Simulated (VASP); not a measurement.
Wanted: the native input for a VASP 6.6.1 run.

| Item | Value |
| --- | --- |
| Task | single point |
| Functional | PBEsol |
| Potentials or basis | VASP PAW PBE potentials, release 64 (O, Sr_sv, Mg) |
| Cutoff | 520 eV |
| k mesh | 2 × 2 × 2, shifted |
| Occupations | fermi-dirac, width 0.05 eV |
| Spin | no spin polarisation |
| Dipole correction | no |
| Further INCAR settings | LREAL = Auto; ALGO = Normal; EDIFF = 1e-06; NBANDS = 74 |

The structure of Sr7MgO8 (a cell with a defect) lies in POSCAR:

```
Sr7MgO8
1.0
    0.0000000000      5.1227470000      5.1227470000
    5.1227470000      0.0000000000      5.1227470000
    5.1227470000      5.1227470000      0.0000000000
O Sr Mg
8 7 1
Direct
    0.7496670000      0.2531930000      0.2544450000
    0.2580810000      0.7459450000      0.7441940000
    0.2484370000      0.7531300000      0.2477790000
    0.7413810000      0.2504920000      0.7535320000
    0.2501560000      0.2499770000      0.7537640000
    0.7506600000      0.7512380000      0.2511000000
    0.2442640000      0.2481830000      0.2556550000
    0.7592140000      0.7470130000      0.7407310000
    0.9998730000      0.0014680000      0.9973440000
    0.9958480000      0.9966100000      0.4986590000
    0.5052010000      0.5014170000      0.0002790000
    0.0024350000      0.5033700000      0.9955600000
    0.4972970000      0.0057300000      0.4952540000
    0.4980940000      0.9971580000      0.0031590000
    0.9976310000      0.5002540000      0.5038690000
    0.4961710000      0.5047550000      0.4972380000
```

These files were run (other wordings do the same):

INCAR

```
PREC = Accurate
ENCUT = 520
EDIFF = 1E-6
ISMEAR = -1
SIGMA = 0.05
LREAL = Auto
LASPH = T
NELM = 60
ALGO = Normal
ISIF = 2
LWAVE = F
LCHARG = F
GGA = PS
NBANDS = 74
```

KPOINTS

```
Automatic mesh
0
Gamma
  2 2 2
  0.5 0.5 0.5
```

Potentials or basis: VASP PAW PBE potentials, release 64 (O, Sr_sv, Mg).

The run is started by

```console
$ cat potpaw_PBE.64/O/POTCAR potpaw_PBE.64/Sr_sv/POTCAR potpaw_PBE.64/Mg/POTCAR > POTCAR
$ mpirun -np 1 vasp_std > vasp.out
```

It gave:

```
Pressure               : -3.3 GPa
Largest force          : 0.667 eV/Å
Band gap on the k mesh : 3.80 eV
```

Caveat: the PAW data sets were made with another functional, which shifts forces and pressure a little.

Wall time 7.7 min on 1 thread of Intel(R) Xeon(R) Platinum 8488C (Sapphire Rapids) (shared host), peak memory 0.51 GiB.
